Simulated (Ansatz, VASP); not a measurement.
**One calculation of SiNi2, two programs**

```
CELL_PARAMETERS angstrom
3.83600 0.00000 0.00000
-1.91800 3.32207 0.00000
0.00000 0.00000 4.94800
ATOMIC_POSITIONS crystal
Si 0.33333 0.66667 0.75000
Si 0.66667 0.33333 0.25000
Ni 0.00000 0.00000 0.00000
Ni 0.00000 0.00000 0.50000
Ni 0.33333 0.66667 0.25000
Ni 0.66667 0.33333 0.75000
```

Alike in both runs: task relaxation of cell and atoms; functional PBEsol; k mesh 12 × 12 × 8; occupations gaussian, width 0.1 eV; no spin polarisation.

|  | VASP | Ansatz |
| --- | --- | --- |
| version | VASP 6.6.1 | Ansatz 0.2.0 |
| potentials or method | VASP PAW PBE potentials, release 64 (Si, Ni), cutoff 600 eV | scalar-relativistic, plane waves, PAW |
| valence electrons in the cell | 48 | 80 |

|  | VASP | Ansatz | Ansatz less VASP |
| --- | --- | --- | --- |
| gap on the k mesh at the Fermi level, each at its own relaxed structure (eV) | none | none | - |
| relaxed volume (Å³/atom) | 10.63 | 10.62 | -0.007 |
| relaxed cell length with the largest relative difference (Å) | 3.870 | 3.868 | -0.0019 |

VASP's potentials were made for PBE, not for PBEsol. A gap of «none» marks a metal or a gap that the smearing closes. VASP's potentials hold 48 valence electrons a cell and Ansatz's 80, so a difference there can come from the potentials and not from the codes.
